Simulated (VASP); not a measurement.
# B (Pm-3m) in VASP: a series of runs

B is run at these levels: BLYP; tasks: single point.

Everything below comes from runs of VASP 6.6.1. Logs are shortened: lines on timing, memory, paths and dates and some standing lists are left out, and cuts for length are marked.

## (1) The cell of the first run

It takes space group Pm-3m (No. 221, cubic). Conventional cell: a = 1.906 Å, b = 1.906 Å, c = 1.906 Å, α = 90.00°, β = 90.00°, γ = 90.00°. Within 2.5 Å of B (site symmetry m-3m) lie 6 B at 1.91 Å.

## (2) Single point, BLYP

INCAR reads:

```
SYSTEM = B
PREC     = Accurate       ! precision mode
ENCUT    = 520            ! plane-wave cutoff, eV
EDIFF    = 1E-6           ! SCF threshold, eV
ISMEAR   = -1             ! smearing method
SIGMA    = 0.1            ! smearing width, eV
LREAL    = .FALSE.        ! projectors in reciprocal space
LASPH    = .TRUE.         ! aspherical terms in the spheres
NELM     = 80             ! most SCF steps
ALGO     = Normal         ! electronic algorithm
ISIF     = 2              ! what is computed and relaxed
LWAVE    = .FALSE.        ! write WAVECAR
LCHARG   = .TRUE.         ! write CHGCAR
GGA      = B5             ! functional
ALDAX    = 1.0          
AGGAX    = 1.0          
AGGAC    = 1.0          
ALDAC    = 0.0          
LELF     = .TRUE.         ! ELF
LVHAR    = .TRUE.       
NBANDS   = 8              ! bands
```

KPOINTS reads:

```
regular mesh
0
G
  16 16 16
  0 0 0
```

POSCAR reads:

```
B
1.0
    1.9056841825      0.0000000000      0.0000000000
    0.0000000000      1.9056841825      0.0000000000
    0.0000000000      0.0000000000      1.9056841825
B
1
Direct
    0.0000000000      0.0000000000      0.0000000000
```

Potentials or basis: VASP PAW PBE potentials, release 64 (B).

Launch:

```
cat potpaw_PBE.64/B/POTCAR > POTCAR
mpirun -np 1 vasp_std > vasp.out
```

OUTCAR:

```text
SYSTEM = B
   PREC = Accurate
   ENCUT = 520
   EDIFF = 1E-6
   ISMEAR = -1
   LREAL = .FALSE.
   LASPH = .TRUE.
   NELM = 80
   ISIF = 2
   GGA = B5

 ion  position               nearest neighbor table
   1  0.000  0.000  0.000-

  LATTYP: Found a simple cubic cell.
 ALAT       =     1.9056841825

  Lattice vectors:

 A1 = (   1.9056841825,   0.0000000000,   0.0000000000)
 A2 = (   0.0000000000,   1.9056841825,   0.0000000000)
 A3 = (   0.0000000000,   0.0000000000,   1.9056841825)

Analysis of symmetry for initial positions (statically):
=====================================================================
 Subroutine PRICEL returns:
 Original cell was already a primitive cell.

 Routine SETGRP: Setting up the symmetry group for a
 simple cubic supercell.

 Subroutine GETGRP returns: Found 48 space group operations
 (whereof 48 operations were pure point group operations)
 out of a pool of 48 trial point group operations.

The static configuration has the point symmetry O_h .

Analysis of symmetry for dynamics (positions and initial velocities):
=====================================================================
 Subroutine PRICEL returns:
 Original cell was already a primitive cell.

 Routine SETGRP: Setting up the symmetry group for a
 simple cubic supercell.

 Subroutine GETGRP returns: Found 48 space group operations
 (whereof 48 operations were pure point group operations)
 out of a pool of 48 trial point group operations.

The dynamic configuration has the point symmetry O_h .

 Subroutine INISYM returns: Found 48 space group operations
 (whereof 48 operations are pure point group operations),
 and found     1 'primitive' translations

----------------------------------------------------------------------------------------

                                     Primitive cell

  volume of cell :       6.9207

  direct lattice vectors                    reciprocal lattice vectors
     1.905684182  0.000000000  0.000000000     0.524745920  0.000000000  0.000000000
     0.000000000  1.905684182  0.000000000     0.000000000  0.524745920  0.000000000
     0.000000000  0.000000000  1.905684182     0.000000000  0.000000000  0.524745920

  length of vectors
     1.905684182  1.905684182  1.905684182     0.524745920  0.524745920  0.524745920

  position of ions in fractional coordinates (direct lattice)
     0.000000000  0.000000000  0.000000000

  ion indices of the primitive-cell ions
   primitive index   ion index
                 1           1

----------------------------------------------------------------------------------------

 KPOINTS: regular mesh

Automatic generation of k-mesh.
 Grid dimensions read from file:
 generate k-points for:   16   16   16

 Generating k-lattice:

  Cartesian coordinates                     Fractional coordinates (reciprocal lattice)
     0.032796620  0.000000000  0.000000000     0.062500000  0.000000000  0.000000000
     0.000000000  0.032796620  0.000000000     0.000000000  0.062500000  0.000000000
     0.000000000  0.000000000  0.032796620     0.000000000  0.000000000  0.062500000

  Length of vectors
     0.032796620  0.032796620  0.032796620

  Shift w.r.t. Gamma in fractional coordinates (k-lattice)
     0.000000000  0.000000000  0.000000000

 Subroutine IBZKPT returns following result:
 ===========================================

 Found    165 irreducible k-points:

 Following reciprocal coordinates:
            Coordinates               Weight
  0.000000  0.000000  0.000000      1.000000
  0.062500  0.000000  0.000000      6.000000
  0.125000  0.000000  0.000000      6.000000
  0.187500  0.000000  0.000000      6.000000
  0.250000  0.000000  0.000000      6.000000
  0.312500  0.000000  0.000000      6.000000
[... 16 lines left out ...]
  0.437500  0.125000  0.000000     24.000000
  0.500000  0.125000  0.000000     12.000000
 [... further k-points ...]
   k-points           NKPTS =    165   k-points in BZ     NKDIM =    165   number of bands    NBANDS=      8
   number of dos      NEDOS =    301   number of ions     NIONS =      1
   total plane-waves  NPLWV =   2744
   dimension x,y,z NGX =    14 NGY =   14 NGZ =   14
   dimension x,y,z NGXF=    28 NGYF=   28 NGZF=   28
   ions per type =               1
   NGX,Y,Z   is equivalent  to a cutoff of  12.21, 12.21, 12.21 a.u.
   NGXF,Y,Z  is equivalent  to a cutoff of  24.43, 24.43, 24.43 a.u.
 SYSTEM =  B
   PREC   = accura    normal or accurate (medium, high low for compatibility)
   ISTART =      0    job   : 0-new  1-cont  2-samecut
   ICHARG =      2    charge: 1-file 2-atom 10-const
   ISPIN  =      1    spin polarized calculation?
   LNONCOLLINEAR =      F non collinear calculations
   LSORBIT =      F    spin-orbit coupling
   LASPH  =      T    aspherical Exc in radial PAW
   ENCUT  =  520.0 eV  38.22 Ry    6.18 a.u.   3.54  3.54  3.54*2*pi/ulx,y,z
   NELM   =     80;   NELMIN=  2; NELMDL= -5     # of ELM steps
   EDIFF  = 0.1E-05   stopping-criterion for ELM
   LREAL  =      F    real-space projection
   EDIFFG = 0.1E-04   stopping-criterion for IOM
   NSW    =      0    number of steps for IOM
   IBRION =     -1    ionic relax: 0-MD 1-quasi-New 2-CG
   NFREE  =      0    steps in history (QN), initial steepest desc. (CG)
   ISIF   =      2    stress and relaxation
   ISYM   =      2    0-nonsym 1-usesym 2-fastsym
   POTIM  = 0.5000    time-step for ionic-motion
   TEBEG  =    0.0;   TEEND  =   0.0 temperature during run
   PSTRESS=    0.0 pullay stress
   NELECT =       3.0000    total number of electrons
   NUPDOWN=      -1.0000    fix difference up-down
   EMIN   =  10.00;   EMAX   =-10.00  energy-range for DOS
   EFERMI =   0.00;   METHOD = LEGACY
   ISMEAR =    -1;   SIGMA  =   0.10  broadening in eV -4-tet -1-fermi 0-gaus
   EFERMI_NEDOS =   21; number of points for ismear=-14 and -15
   IALGO  =     38    algorithm
   IMIX   =      4    mixing-type and parameters
     AMIX     =   0.40;   BMIX     =  1.00
     AMIX_MAG =   1.60;   BMIX_MAG =  1.00
  volume/ion in A,a.u.               =       6.92        46.70
  Fermi-wavevector in a.u.,A,eV,Ry     =   1.238980  2.341333 20.885917  1.535072
  Thomas-Fermi vector in A             =   2.373483
   LORBIT       =      0    0 simple, 1 ext, 2 COOP (PROOUT), +10 PAW based schemes
   GGA     = B5    functional components
   LHFCALC =     F    Hartree Fock is set to
   AEXX    =    0.0000 exact exchange contribution
   IVDW    =     0    specifies the selected vdW correction
   LEPSILON=     F    determine dielectric tensor
   LRPA    =     F    only Hartree local field effects (RPA)
 non-spin polarized calculation
  energy-cutoff  :      520.00
  volume of cell :        6.92
 maximum number of plane-waves:       196
   NGX =  7   NGY =  7   NGZ =  7

 number of electron       3.0000000 magnetization

 Free energy of the ion-electron system (eV)
  ---------------------------------------------------
  ext. energy  EPLUGINS =         0.00000000
  ---------------------------------------------------
  free energy    TOTEN  =        -4.83224995 eV

  energy without entropy =       -4.82530204  energy(sigma->0) =       -4.82877599

 E-fermi :   7.0990     XC(G=0): -11.5495

 val. band max:        7.0538359795   @ k =   0.3750   0.3125   0.1250
 cond. band min:       7.1490060183   @ k =   0.3750   0.2500   0.1875
 fundamental gap:      0.0951700388
 Fermi energy:         7.0989879177

 k-point     1 :       0.0000    0.0000    0.0000
  band No.  band energies     occupation
      1      -8.1800      2.00000
      2      20.1379      0.00000
      3      20.1379      0.00000
      4      20.1379      0.00000
      5      30.9002      0.00000
      6      30.9002      0.00000
      7      39.8981      0.00000
      8      59.4803      0.00000

 k-point     2 :       0.0625    0.0000    0.0000
  band No.  band energies     occupation
      1      -8.0505      2.00000
      2      18.8900      0.00000
      3      20.2430      0.00000
      4      20.2430      0.00000
      5      31.0505      0.00000
      6      32.2942      0.00000
      7      39.8176      0.00000
      8      58.4608      0.00000

 k-point     3 :       0.1250    0.0000    0.0000
  band No.  band energies     occupation
      1      -7.6624      2.00000
      2      16.2215      0.00000
      3      20.5515      0.00000
      4      20.5515      0.00000
      5      31.4986      0.00000
      6      35.3027      0.00000
      7      39.6564      0.00000
      8      55.9265      0.00000

 k-point     4 :       0.1875    0.0000    0.0000
  band No.  band energies     occupation
      1      -7.0165      2.00000
      2      13.2103      0.00000
      3      21.0422      0.00000
      4      21.0422      0.00000
      5      32.2384      0.00000
      6      37.9029      0.00000
      7      40.2913      0.00000
      8      52.8527      0.00000

 k-point     5 :       0.2500    0.0000    0.0000
  band No.  band energies     occupation
      1      -6.1147      2.00000
      2      10.2270      0.00000
      3      21.6739      0.00000
      4      21.6739      0.00000
      5      33.2530      0.00000
      6      38.0308      0.00000
      7      43.2519      0.00000
      8      49.8414      0.00000

 k-point     6 :       0.3125    0.0000    0.0000
  band No.  band energies     occupation
      1      -4.9609      2.00000
      2       7.3996      0.09434
      3      22.3780      0.00000
      4      22.3780      0.00000
      5      34.5061      0.00000
      6      37.6112      0.00000
      7      46.2054      0.00000
      8      47.1858      0.00000

 k-point     7 :       0.3750    0.0000    0.0000
  band No.  band energies     occupation
      1      -3.5644      2.00000
      2       4.7876      2.00000
      3      23.0494      0.00000
      4      23.0494      0.00000
      5      35.9092      0.00000
      6      37.2051      0.00000
      7      45.0839      0.00000
      8      45.0839      0.00000
[... 133 lines left out ...]
 k-point    20 :       0.2500    0.1250    0.0000
  band No.  band energies     occupation
      1      -5.5991      2.00000
      2      10.4727      0.00000
      3      18.5881      0.00000
      4      22.0685      0.00000
      5      36.0401      0.00000
      6      36.5730      0.00000
      7      43.7994      0.00000
      8      48.2256      0.00000

 k-point    21 :       0.3125    0.1250    0.0000
  band No.  band energies     occupation
      1      -4.4470      2.00000
      2       7.7411      0.00325
      3      19.3991      0.00000
      4      22.7617      0.00000
      5      34.8056      0.00000
      6      37.4194      0.00000
      7      45.6742      0.00000
      8      47.0479      0.00000

 k-point    22 :       0.3750    0.1250    0.0000
  band No.  band energies     occupation
      1      -3.0524      2.00000
      2       5.1811      2.00000
      3      20.2510      0.00000
      4      23.4209      0.00000
      5      33.3519      0.00000
      6      38.6729      0.00000
      7      44.3706      0.00000
      8      45.6477      0.00000

 k-point    23 :       0.4375    0.1250    0.0000
  band No.  band energies     occupation
      1      -1.4485      2.00000
      2       2.8674      2.00000
      3      20.9410      0.00000
      4      23.9089      0.00000
      5      32.2547      0.00000
      6      39.9872      0.00000
      7      42.9574      0.00000
      8      44.3122      0.00000

 k-point    24 :       0.5000    0.1250    0.0000
  band No.  band energies     occupation
      1      -0.1406      2.00000
      2       1.3213      2.00000
      3      21.2159      0.00000
      4      24.0913      0.00000
      5      31.8363      0.00000
      6      40.9515      0.00000
      7      41.9811      0.00000
      8      43.8441      0.00000

 [... further k-points ...]
[... 5 lines left out ...]
  --------------------------------------------------------------------------------------
  -------------------------------------------------------------------------------------
  Total        0.0057310      0.0057310      0.0057310     -0.0000000     -0.0000000      0.0000000
  in kB        1.3267419      1.3267419      1.3267419     -0.0000000     -0.0000000      0.0000000
  external PRESSURE =       1.3267419 kB  Pullay stress =       0.0000000 kB

 VOLUME and BASIS-vectors are now :
 -----------------------------------------------------------------------------
  energy-cutoff  :      520.00
  volume of cell :        6.92
      direct lattice vectors                 reciprocal lattice vectors
     1.905684182  0.000000000  0.000000000     0.524745920  0.000000000  0.000000000
     0.000000000  1.905684182  0.000000000     0.000000000  0.524745920  0.000000000
     0.000000000  0.000000000  1.905684182     0.000000000  0.000000000  0.524745920

 POSITION                                       TOTAL-FORCE (eV/Angst)
 -----------------------------------------------------------------------------------
      0.00000      0.00000      0.00000         0.000000      0.000000      0.000000
 -----------------------------------------------------------------------------------
    total drift:                               -0.000000     -0.000000     -0.000000

  FREE ENERGIE OF THE ION-ELECTRON SYSTEM (eV)
  ---------------------------------------------------
  free  energy   TOTEN  =        -4.8322499477 eV

  energy  without entropy=       -4.8253020395  energy(sigma->0) =       -4.82877599
```

Run time: 4.7 s. Hardware: 1 thread of Intel Xeon Platinum 8259CL at 2.50GHz (Skylake/Cascade Lake), shared host; peak memory 0.11 GiB.

What came out:

```
Free energy : -4.8322 eV
Pressure    : 0.1 GPa
```

Caveat: the PAW data sets were made with another functional, which shifts forces and pressure a little.

## (3) Single point, BLYP (volume scaled by 0.88)

INCAR reads:

```
AGGAC    = 1.0          
AGGAX    = 1.0          
ALDAC    = 0.0          
ALDAX    = 1.0          
ALGO     = Normal         # electronic algorithm
EDIFF    = 1E-7           # SCF threshold, eV
ENCUT    = 520            # plane-wave cutoff, eV
GGA      = B5             # functional
ISIF     = 2              # what is computed and relaxed
ISMEAR   = -1             # smearing method
LASPH    = T              # aspherical terms in the spheres
LCHARG   = F              # write CHGCAR
LREAL    = F              # projectors in reciprocal space
LWAVE    = F              # write WAVECAR
NBANDS   = 8              # bands
NELM     = 100            # most SCF steps
PREC     = Accurate       # precision mode
SIGMA    = 0.1            # smearing width, eV
```

KPOINTS reads:

```
k-points
0
Gamma
  18 18 18
```

POSCAR reads:

```
B
1.0
    1.8261866066      0.0000000000      0.0000000000
    0.0000000000      1.8261866066      0.0000000000
    0.0000000000      0.0000000000      1.8261866066
B
1
Direct
    0.0000000000      0.0000000000      0.0000000000
```

Potentials or basis: VASP PAW PBE potentials, release 64 (B).

Launch:

```
cat potpaw_PBE.64/B/POTCAR > POTCAR
mpirun -np 1 vasp_std > vasp.out
```

Run time: 7 s. Hardware: 1 thread of Intel Xeon Platinum 8259CL at 2.50GHz (Skylake/Cascade Lake), shared host; peak memory 0.11 GiB.

The run converged. Its results:

```yaml
Free_energy: -4.7370 eV
Pressure: 34.8 GPa
```

Levels at points of the mesh, in eV from the Fermi level:
```
           k point  band 1  band 2  band 3  band 4  band 5  band 6
(0.00, 0.00, 0.00)  -16.53   14.48   14.48   14.48   25.41   25.41
(0.50, 0.00, 0.00)   -8.82   -6.27   18.63   18.63   32.24   33.08
(0.50, 0.50, 0.00)   -2.20   -2.20    5.12    8.85   22.02   43.05
(0.50, 0.50, 0.50)    3.49    3.49    3.49   17.65   17.65   17.65
```

Caveat: the PAW data sets were made with another functional, which shifts forces and pressure a little.
